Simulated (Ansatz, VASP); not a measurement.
One calculation of Ge, two programs

Contents of POSCAR:

```
Ge
1.0
   -1.6084200000      1.6084200000      1.8731800000
    1.6084200000     -1.6084200000      1.8731800000
    1.6084200000      1.6084200000     -1.8731800000
Ge
1
Direct
    0.5000000000      0.5000000000      0.0000000000
```

The input INCAR.step1:

```
SYSTEM = Ge
PREC     = Accurate       ! precision mode
ENCUT    = 520            ! plane-wave cutoff, eV
ISMEAR   = -1             ! smearing method
SIGMA    = 0.05           ! smearing width, eV
LREAL    = .FALSE.        ! projectors in reciprocal space
LASPH    = .TRUE.         ! aspherical terms in the spheres
NELM     = 60             ! most SCF steps
NBANDS   = 13             ! bands
GGA      = PE             ! functional
ALGO     = Normal         ! electronic algorithm
EDIFF    = 1E-4           ! SCF threshold, eV
LWAVE    = .TRUE.         ! write WAVECAR
LCHARG   = .FALSE.        ! write CHGCAR
```

File INCAR.step2:

```
SYSTEM = Ge
PREC     = Accurate       ! precision mode
ENCUT    = 520            ! plane-wave cutoff, eV
EDIFF    = 1E-7           ! SCF threshold, eV
ISMEAR   = -1             ! smearing method
SIGMA    = 0.05           ! smearing width, eV
LREAL    = .FALSE.        ! projectors in reciprocal space
LASPH    = .TRUE.         ! aspherical terms in the spheres
NELM     = 60             ! most SCF steps
ALGO     = Normal         ! electronic algorithm
ISIF     = 2              ! what is computed and relaxed
LWAVE    = .FALSE.        ! write WAVECAR
LCHARG   = .TRUE.         ! write CHGCAR
METAGGA  = R2SCAN         ! meta-GGA
LMIXTAU  = .TRUE.       
LELF     = .TRUE.         ! ELF
LVHAR    = .TRUE.       
NBANDS   = 13             ! bands
ISTART   = 1
```

The input KPOINTS:

```
Automatic mesh
0
G
  12 12 12
  0 0 0
```

Contents of input.yaml:

```yaml
crystal:
  lattice:
    - [-1.60842, 1.60842, 1.87318]
    - [1.60842, -1.60842, 1.87318]
    - [1.60842, 1.60842, -1.87318]
  atoms:
    - { symbol: Ge, position: [0.5, 0.5, 0.0] }
hamiltonian:
  xc: r2scan
  pseudopotentials: { kind: paw }
kpoints:
  mp_grid: { grid: [12, 12, 12] }
  band_path:
    path:
      - [[0.0, 0.0, 0.0], [0.0, 0.0, 0.5], [-0.3686463256, 0.3686463256, 0.5], [-0.4343231628, 0.4343231628, 0.4343231628], [0.0, 0.0, 0.0], [0.5, 0.5, -0.5], [0.4343231628, 0.5656768372, -0.4343231628], [0.0, 0.5, 0.0], [0.25, 0.25, 0.25], [0.5, 0.5, -0.3686463256], [0.5, 0.5, -0.5]]
      - [[0.0, 0.0, 0.5], [0.25, 0.25, 0.25]]
    npoints: 14
scf:
  occupations: { method: fermi_dirac, width: 0.05 }
  n_extra_bands: 6
output:
  forces: true
  stress: true
  eigenvalues: true
  fatbands: true
```

Alike in both runs: functional r2SCAN; k mesh 12 × 12 × 12; occupations fermi-dirac, width 0.05 eV; no spin polarisation.

|  | VASP | Ansatz |
| --- | --- | --- |
| version | VASP 6.6.1 | Ansatz 0.2.0 |
| potentials or method | VASP PAW PBE potentials, release 64 (Ge_d) | Ansatz PAW |
| plane-wave cutoff (eV) | 520 | 500 |
| valence electrons in the cell | 14 | 14 |
| task | single point | band structure |

|  | VASP | Ansatz | Ansatz less VASP |
| --- | --- | --- | --- |
| gap on the k mesh at the Fermi level (eV) | none | none | - |
| pressure (GPa) | -1.5 | -1.4 | +0.16 |
| traceless stress, the component that is largest in VASP (GPa) | 0.17 | 0.16 | -0.004 |

VASP's potentials were made for PBE, not for r2SCAN. A gap of «none» marks a metal or a gap that the smearing closes.
